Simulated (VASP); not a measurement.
Input of a VASP 6.6.1 run:

POSCAR

```
P
1.0
    1.6538346590     -5.4984059606      0.0000000000
    1.6538346590      5.4984059606      0.0000000000
    0.0000000000      0.0000000000      4.5468944061
P
4
Direct
    0.0955109276      0.9044890724      0.9118095445
    0.5955109276      0.4044890724      0.5881904555
    0.9044890724      0.0955109276      0.0881904555
    0.4044890724      0.5955109276      0.4118095445
```

The input INCAR.step1:

```
SYSTEM = P
PREC     = Accurate       ! precision mode
ENCUT    = 520            ! plane-wave cutoff, eV
ISMEAR   = 1              ! smearing method
SIGMA    = 0.01           ! smearing width, eV
LREAL    = .FALSE.        ! projectors in reciprocal space
LASPH    = .TRUE.         ! aspherical terms in the spheres
NELM     = 60             ! most SCF steps
NBANDS   = 18             ! bands
GGA      = PE             ! functional
ALGO     = Normal         ! electronic algorithm
EDIFF    = 1E-4           ! SCF threshold, eV
LWAVE    = .TRUE.         ! write WAVECAR
LCHARG   = .FALSE.        ! write CHGCAR
```

Contents of INCAR.step2:

```
SYSTEM = P
PREC     = Accurate       ! precision mode
ENCUT    = 520            ! plane-wave cutoff, eV
EDIFF    = 1E-7           ! SCF threshold, eV
ISMEAR   = 1              ! smearing method
SIGMA    = 0.01           ! smearing width, eV
LREAL    = .FALSE.        ! projectors in reciprocal space
LASPH    = .TRUE.         ! aspherical terms in the spheres
NELM     = 60             ! most SCF steps
ALGO     = Normal         ! electronic algorithm
ISIF     = 2              ! what is computed and relaxed
LWAVE    = .FALSE.        ! write WAVECAR
LCHARG   = .TRUE.         ! write CHGCAR
METAGGA  = R2SCAN         ! meta-GGA
LMIXTAU  = .TRUE.       
LELF     = .TRUE.         ! ELF
LVHAR    = .TRUE.       
NBANDS   = 18             ! bands
ISTART   = 1
```

Contents of KPOINTS:

```
regular mesh
0
G
  10 10 7
  0 0 0
```

Potentials or basis: VASP PAW PBE potentials, release 64 (P).

The run is started by

```sh
$ cat potpaw_PBE.64/P/POTCAR > POTCAR
$ cp INCAR.step1 INCAR
$ mpirun -np 1 vasp_std > vasp.out
$ cp INCAR.step2 INCAR
$ mpirun -np 1 vasp_std > vasp.out
```

Question: Predict the pressure.

Answer: -0.7 GPa.

Question: Estimate the largest force.

Answer: 0.100 eV/Å.

Question: Estimate the band gap on the k mesh.

Answer: 0.29 eV.

Forces in eV/Å, atoms in the order of the input:
```
P    0.000  0.038 -0.092
P    0.000  0.038  0.092
P    0.000 -0.038  0.092
P    0.000 -0.038 -0.092
```

Caveat: the PAW data sets were made with another functional, which shifts forces and pressure a little. A k mesh can miss the band edges.
